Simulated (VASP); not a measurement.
A run of VASP 6.6.1:

Contents of POSCAR:

```
SnO
1.0
    4.0136466639      0.0000000000      0.0000000000
    0.0000000000      4.0136466639      0.0000000000
    0.0000000000      0.0000000000      4.3394255593
Sn O
2 2
Direct
    0.0000000000      0.5000000000      0.2385000000
    0.5000000000      0.0000000000      0.7615000000
    0.0000000000      0.0000000000      0.0000000000
    0.5000000000      0.5000000000      0.0000000000
```

Contents of INCAR.step1:

```
SYSTEM = SnO
PREC     = Accurate       ! precision mode
ENCUT    = 520            ! plane-wave cutoff, eV
ISMEAR   = 0              ! smearing method
SIGMA    = 0.03           ! smearing width, eV
LREAL    = .FALSE.        ! projectors in reciprocal space
LASPH    = .TRUE.         ! aspherical terms in the spheres
NELM     = 80             ! most SCF steps
NBANDS   = 28             ! bands
GGA      = PE             ! functional
ALGO     = Normal         ! electronic algorithm
EDIFF    = 1E-4           ! SCF threshold, eV
LWAVE    = .TRUE.         ! write WAVECAR
LCHARG   = .FALSE.        ! write CHGCAR
```

File INCAR.step2:

```
SYSTEM = SnO
PREC     = Accurate       ! precision mode
ENCUT    = 520            ! plane-wave cutoff, eV
EDIFF    = 1E-6           ! SCF threshold, eV
ISMEAR   = 0              ! smearing method
SIGMA    = 0.03           ! smearing width, eV
LREAL    = .FALSE.        ! projectors in reciprocal space
LASPH    = .TRUE.         ! aspherical terms in the spheres
NELM     = 80             ! most SCF steps
ALGO     = Normal         ! electronic algorithm
ISIF     = 2              ! what is computed and relaxed
LWAVE    = .FALSE.        ! write WAVECAR
LCHARG   = .FALSE.        ! write CHGCAR
METAGGA  = R2SCAN         ! meta-GGA
LMIXTAU  = .TRUE.       
NBANDS   = 28             ! bands
ISTART   = 1
```

Contents of KPOINTS:

```
Automatic mesh
0
G
  10 10 8
  0 0 0
```

Potentials or basis: VASP PAW PBE potentials, release 64 (Sn_d, O).

Launch:

```console
$ cat potpaw_PBE.64/Sn_d/POTCAR potpaw_PBE.64/O/POTCAR > POTCAR
$ cp INCAR.step1 INCAR
$ mpirun -np 1 vasp_std > vasp.out
$ cp INCAR.step2 INCAR
$ mpirun -np 1 vasp_std > vasp.out
```

Hardware: 1 thread of AMD EPYC 9R45 (Zen 5), with other jobs on the host.

Q: Estimate the wall time of this run.

A: Run time: 4.9 min on 1 thread of AMD EPYC 9R45 (Zen 5), with other jobs on the host, peak memory 0.26 GiB. Counts: k points 105.
